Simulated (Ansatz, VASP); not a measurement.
**One calculation of Ba, two programs**

Contents of INCAR:

```
SYSTEM = Ba
PREC     = Accurate       ! precision mode
ENCUT    = 520            ! plane-wave cutoff, eV
EDIFF    = 1E-6           ! SCF threshold, eV
ISMEAR   = 0              ! smearing method
SIGMA    = 0.15           ! smearing width, eV
LREAL    = .FALSE.        ! projectors in reciprocal space
LASPH    = .TRUE.         ! aspherical terms in the spheres
NELM     = 80             ! most SCF steps
ALGO     = Fast           ! electronic algorithm
ISIF     = 2              ! what is computed and relaxed
LWAVE    = .FALSE.        ! write WAVECAR
LCHARG   = .FALSE.        ! write CHGCAR
NBANDS   = 11             ! bands
```

The input KPOINTS:

```
Automatic mesh
0
G
  16 16 16
  0 0 0
```

Contents of POSCAR:

```
Ba
1.0
    3.6541081827      0.0000000000      0.0000000000
    0.0000000000      3.6541081827      0.0000000000
    0.0000000000      0.0000000000      3.5984618652
Ba
1
Direct
    0.0000000000      0.0000000000      0.0000000000
```

Input for Ansatz:

```yaml
crystal:
  lattice:
    - [3.6541081827, 0.0, 0.0]
    - [0.0, 3.6541081827, 0.0]
    - [0.0, 0.0, 3.5984618652]
  atoms:
    - { symbol: Ba, position: [0.0, 0.0, 0.0] }
basis:
  ecutwfc: 420
kpoints:
  mp_grid: { grid: [16, 16, 16] }
hamiltonian:
  xc: lda
scf:
  occupations: { method: gaussian, width: 0.15 }
output:
  forces: true
  stress: true
  eigenvalues: true
```

Change from the starting cell: strain -0.015 along x and y, -0.030 along z, atoms carried along.

Alike in both runs: task single point; functional LDA; k mesh 16 × 16 × 16; occupations gaussian, width 0.15 eV; no spin polarisation.

```csv
,VASP,Ansatz
version,VASP 6.6.1,Ansatz 0.2.0
potentials or method,"VASP PAW LDA potentials, release 64 (Ba_sv), cutoff 520 eV","scalar-relativistic, plane waves, PAW"
valence electrons in the cell,10,10
```

|  | VASP | Ansatz | Ansatz less VASP |
| --- | --- | --- | --- |
| gap on the k mesh at the Fermi level (eV) | none | none | - |
| pressure (GPa) | 0.9 | 0.6 | -0.38 |
| traceless stress, the component that is largest in VASP (GPa) | 0.41 | 0.38 | -0.035 |

LDA's correlation is that of Perdew and Zunger in VASP and of Perdew and Wang (1992) in Ansatz. A gap of «none» marks a metal or a gap that the smearing closes.

Neither program's run includes spin-orbit coupling.
